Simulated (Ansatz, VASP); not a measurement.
## Two plane-wave programs on W

```
W
1.0
    -1.61026    1.61026    1.61026
     1.61026   -1.61026    1.61026
     1.61026    1.61026   -1.61026
W
1
Direct
  0.00000 0.00000 0.00000
```

Alike in both runs: task relaxation of cell and atoms; functional PBE; k mesh 14 × 14 × 14; occupations fermi-dirac, width 0.08 eV; no spin polarisation.

```csv
,VASP,Ansatz
version,VASP 6.6.1,Ansatz 0.2.0
potentials or method,"VASP PAW PBE potentials, release 64 (W_sv)","PAW with Ansatz's earlier generated frozen-core files (soft_1), scalar-relativistic"
plane-wave cutoff (eV),600,420
valence electrons in the cell,14,14
```

```csv
,VASP,Ansatz,Ansatz less VASP
relaxed volume (Å³/atom),16.18,16.15,-0.029
relaxed cell length with the largest relative difference (Å),2.760,2.758,-0.0016
```

Neither program's run includes spin-orbit coupling.
